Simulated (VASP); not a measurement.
# GaN (I-4m2) in VASP: notebook, part 2 of 2

VASP 6.6.1.

## 3. Single point, r2SCAN (strain -0.025 along x and y, +0.000 along z)

The input, POSCAR:

```
GaN
1.0
    0.0000000000      2.1971630923      2.2535006075
    2.1971630923      0.0000000000      2.2535006075
    2.1971630923      2.1971630923      0.0000000000
Ga N
1 1
Direct
    0.0000000000      0.0000000000      0.0000000000
    0.7500000000      0.7500000000      0.7500000000
```

The input, INCAR.step1:

```
ALGO = Normal
EDIFF = 1E-4
ENCUT = 520
GGA = PE
ISMEAR = 0
LASPH = True
LCHARG = False
LREAL = False
LWAVE = True
NBANDS = 16
NELM = 80
PREC = Accurate
SIGMA = 0.05
```

The input, INCAR.step2:

```
ALGO = Normal
EDIFF = 1E-7
ENCUT = 520
ISIF = 2
ISMEAR = 0
ISTART = 1
LASPH = True
LCHARG = False
LMIXTAU = True
LREAL = False
LWAVE = False
METAGGA = R2SCAN
NBANDS = 16
NELM = 80
PREC = Accurate
SIGMA = 0.05
```

The input, KPOINTS:

```
k-points
0
Gamma
  10 10 10
```

Potentials or basis: VASP PAW PBE potentials, release 64 (Ga_d, N).

The run is started by

```sh
> cat potpaw_PBE.64/Ga_d/POTCAR potpaw_PBE.64/N/POTCAR > POTCAR
> cp INCAR.step1 INCAR
> mpirun -np 1 vasp_std > vasp.out
> cp INCAR.step2 INCAR
> mpirun -np 1 vasp_std > vasp.out
```

OUTCAR:

```text
EDIFF = 1E-7
   ENCUT = 520
   ISIF = 2
   ISMEAR = 0
   ISTART = 1
   LASPH = True
   LREAL = False
   METAGGA = R2SCAN
   NELM = 80
   PREC = Accurate

 ion  position               nearest neighbor table
   1  0.000  0.000  0.000-   2 1.92   2 1.92   2 1.92   2 1.92
   2  0.750  0.750  0.750-   1 1.92   1 1.92   1 1.92   1 1.92

  LATTYP: Found a body centered tetragonal cell.
 ALAT       =     3.1072578439
 C/A-ratio  =     1.4504754486

  Lattice vectors:
[... 191 lines left out ...]
      4      -8.2890      2.00000
      5      -7.8917      2.00000
      6      -7.8885      2.00000
[... 433 lines left out ...]
      3      -8.0201      2.00000
      4      -8.0187      2.00000
      5      -7.8250      2.00000
      6      -7.1717      2.00000
[... 8 lines left out ...]
     15      29.6831      0.00000
     16      29.9134      0.00000

 [... further k-points ...]
[... 5 lines left out ...]
  --------------------------------------------------------------------------------------
  -------------------------------------------------------------------------------------
  Total        1.6231660      1.6231660      1.1587971      0.0000000      0.0000000     -0.0000000
  in kB      119.5256897    119.5256897     85.3307804      0.0000000      0.0000000     -0.0000000
  external PRESSURE =     108.1273866 kB  Pullay stress =       0.0000000 kB

 VOLUME and BASIS-vectors are now :
 -----------------------------------------------------------------------------
  energy-cutoff  :      520.00
  volume of cell :       21.76
      direct lattice vectors                 reciprocal lattice vectors
     0.000000000  2.197163092  2.253500607    -0.227566175  0.227566175  0.221877020
     2.197163092  0.000000000  2.253500607     0.227566175 -0.227566175  0.221877020
     2.197163092  2.197163092  0.000000000     0.227566175  0.227566175 -0.221877020

 POSITION                                       TOTAL-FORCE (eV/Angst)
 -----------------------------------------------------------------------------------
      0.00000      0.00000      0.00000        -0.000000     -0.000000     -0.000000
      3.29574      3.29574      3.38025         0.000000      0.000000      0.000000
 -----------------------------------------------------------------------------------
    total drift:                               -0.000007     -0.000007     -0.000008

  FREE ENERGIE OF THE ION-ELECTRON SYSTEM (eV)
  ---------------------------------------------------
  free  energy   TOTEN  =       -21.8557880579 eV

  energy  without entropy=      -21.8557880579  energy(sigma->0) =      -21.85578806
```

OUTCAR.step1:

```text
EDIFF = 1E-4
   ENCUT = 520
   GGA = PE
   ISMEAR = 0
   LASPH = True
[... 677 lines left out ...]
 -----------------------------------------------------------------------------------
      0.00000      0.00000      0.00000         0.000000      0.000000     -0.000000
      3.29574      3.29574      3.38025        -0.000000     -0.000000      0.000000
 -----------------------------------------------------------------------------------
    total drift:                                0.000000      0.000000     -0.000002

  FREE ENERGIE OF THE ION-ELECTRON SYSTEM (eV)
  ---------------------------------------------------
  free  energy   TOTEN  =       -12.0666566995 eV

  energy  without entropy=      -12.0666566995  energy(sigma->0) =      -12.06665670
```

It took 4 min on 1 thread of AMD EPYC 7R13, shared host; peak memory 0.14 GiB.

Results:

* Free energy: -21.8558 eV
* Pressure: 10.8 GPa
* Band gap on the k mesh: 2.41 eV, direct

Levels at points of the mesh, in eV from the valence-band top:
```tsv
k point	band 5	band 6	band 7	band 8	band 9	band 10	band 11	band 12	band 13	band 14
(0.00, 0.00, 0.00)	-13.52	-13.51	-0.13	0.00	0.00	2.41	11.27	11.27	11.35	19.23
(0.50, 0.00, 0.00)	-13.45	-12.38	-7.54	-1.21	-1.00	5.46	9.67	11.05	11.44	16.91
(0.50, 0.50, 0.00)	-13.43	-12.10	-6.67	-2.87	-2.87	3.87	7.80	12.67	15.57	15.57
(0.50, 0.00, 0.50)	-13.42	-11.96	-6.38	-3.09	-3.07	3.69	7.36	13.07	15.09	15.75
```

Caveat: the cell differs from its parent crystal (strain -0.025 along x and y, +0.000 along z); the PAW data sets were made with another functional, which shifts forces and pressure a little.

## 4. Single point, r2SCAN (strain -0.025 along x and y, +0.025 along z)

The input, POSCAR:

```
GaN
1.0
    0.0000000000      2.1971630923      2.3098381227
    2.1971630923      0.0000000000      2.3098381227
    2.1971630923      2.1971630923      0.0000000000
Ga N
1 1
Direct
    0.0000000000      0.0000000000      0.0000000000
    0.7500000000      0.7500000000      0.7500000000
```

The input, INCAR.step1:

```
ALGO     = Normal         # electronic algorithm
EDIFF    = 1E-4           # SCF threshold, eV
ENCUT    = 520            # plane-wave cutoff, eV
GGA      = PE             # functional
ISMEAR   = 0              # smearing method
LASPH    = True           # aspherical terms in the spheres
LCHARG   = False          # write CHGCAR
LREAL    = False          # projectors in reciprocal space
LWAVE    = True           # write WAVECAR
NBANDS   = 16             # bands
NELM     = 80             # most SCF steps
PREC     = Accurate       # precision mode
SIGMA    = 0.05           # smearing width, eV
```

The input, INCAR.step2:

```
ALGO     = Normal         # electronic algorithm
EDIFF    = 1E-6           # SCF threshold, eV
ENCUT    = 520            # plane-wave cutoff, eV
ISIF     = 2              # what is computed and relaxed
ISMEAR   = 0              # smearing method
ISTART   = 1            
LASPH    = True           # aspherical terms in the spheres
LCHARG   = False          # write CHGCAR
LMIXTAU  = True         
LREAL    = False          # projectors in reciprocal space
LWAVE    = False          # write WAVECAR
METAGGA  = R2SCAN         # meta-GGA
NBANDS   = 16             # bands
NELM     = 80             # most SCF steps
PREC     = Accurate       # precision mode
SIGMA    = 0.05           # smearing width, eV
```

KPOINTS is that of step 3.

The run is started by

```sh
> cat potpaw_PBE.64/Ga_d/POTCAR potpaw_PBE.64/N/POTCAR > POTCAR
> cp INCAR.step1 INCAR
> mpirun -np 1 vasp_std > vasp.out
> cp INCAR.step2 INCAR
> mpirun -np 1 vasp_std > vasp.out
```

It took 3.4 min on 1 thread of AMD EPYC 7R13, shared host; peak memory 0.14 GiB.

The run converged. Its results:

| Item | Value |
| --- | --- |
| Free energy | -21.8712 eV |
| Pressure | 5.1 GPa |
| Band gap on the k mesh | 2.20 eV, direct |

Stress tensor (GPa, compression positive):
```
7.48 0.00 0.00
0.00 7.48 0.00
0.00 0.00 0.30
```

Levels at points of the mesh, in eV from the valence-band top:
```csv
k point,band 6,band 7,band 8,band 9,band 10,band 11,band 12,band 13
"(0.00, 0.00, 0.00)",-13.57,-0.26,0.00,0.00,2.20,11.06,11.06,11.20
"(0.50, 0.00, 0.00)",-12.43,-7.41,-1.32,-0.91,5.19,9.50,10.77,11.46
"(0.50, 0.50, 0.00)",-12.23,-6.78,-2.69,-2.69,3.95,7.87,12.20,15.32
"(0.50, 0.00, 0.50)",-11.97,-6.22,-3.10,-3.07,3.59,7.04,12.93,14.41
```

Caveat: the cell differs from its parent crystal (strain -0.025 along x and y, +0.025 along z); the PAW data sets were made with another functional, which shifts forces and pressure a little.

## 5. Overview

| cell | gap on the mesh (eV) | pressure (GPa) |
| --- | --- | --- |
| a = 3.149, b = 3.149, c = 3.028 Å, angles 61.3, 61.3, 57.5°, 2 atoms | 2.48 | 17.2 |
| a = 3.147, b = 3.147, c = 3.107 Å, angles 60.4, 60.4, 59.2°, 2 atoms | 2.41 | 10.8 |
| a = 3.188, b = 3.188, c = 3.107 Å, angles 60.8, 60.8, 58.3°, 2 atoms | 2.20 | 5.1 |

Alike in all rows: task single point; level r2SCAN; potentials or basis VASP PAW PBE potentials, release 64 (Ga_d, N); no spin polarisation; k mesh 10 × 10 × 10; cutoff (eV) 520; smearing gaussian 0.05 eV.

Caveats: the PAW data sets were made with another functional, which shifts forces and pressure a little.

Absolute energies hang on the potentials; compare differences alone.
